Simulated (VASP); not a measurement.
Set up this calculation in VASP 6.6.1, as the native input.

```
Task                   : single point
Functional             : PBE
Potentials or basis    : VASP PAW PBE potentials, release 64 (Mg, B)
Cutoff                 : 520 eV
k mesh                 : 8 × 8 × 6
Occupations            : gaussian, width 0.1 eV
Spin                   : no spin polarisation
Dipole correction      : no
Further INCAR settings : ALGO = Normal; EDIFF = 1e-06; NBANDS = 28
```

The structure of MgB2 lies in POSCAR:

```
MgB2
1.0
   -1.5369999652      2.6621620311     -3.5198272329
   -1.5369999652      2.6621620311      3.5198272329
    4.6186195564      2.6665612442      0.0000000000
Mg B
4 8
Direct
    0.2500000000      0.2500000000      0.5000000000
    0.7500000000      0.7500000000      0.5000000000
    0.5000000000      0.5000000000      0.0000000000
    0.0000000000      0.0000000000      0.0000000000
    0.7500000000      0.2500000000      0.3334702978
    0.2500000000      0.7500000000      0.3334702978
    0.0000000000      0.5000000000      0.8334702978
    0.5000000000      1.0000000000      0.8334702978
    0.0000000000      0.5000000000      0.1665297022
    0.5000000000      1.0000000000      0.1665297022
    0.2500000000      0.7500000000      0.6665297022
    0.7500000000      0.2500000000      0.6665297022
```

These files were run (other wordings do the same):

INCAR

```
PREC = Accurate
ENCUT = 520
EDIFF = 1E-6
ISMEAR = 0
SIGMA = 0.1
LREAL = F
LASPH = T
NELM = 100
ALGO = Normal
ISIF = 2
LWAVE = F
LCHARG = F
GGA = PE
NBANDS = 28
```

KPOINTS

```
regular mesh
0
Gamma
  8 8 6
```

Potentials or basis: VASP PAW PBE potentials, release 64 (Mg, B).

The run is started by

```sh
$ cat potpaw_PBE.64/Mg/POTCAR potpaw_PBE.64/B/POTCAR > POTCAR
$ mpirun -np 1 vasp_std > vasp.out
```

It gave:

```yaml
Pressure: -0.3 GPa
Largest_force: 0.015 eV/Å
Band_gap_on_the_k_mesh: zero (bands 16 and 17 overlap by 1.92 eV)
```

It took 94 s on 1 thread of Intel(R) Xeon(R) 6975P-C (Granite Rapids), on a shared host, peak memory 0.35 GiB.
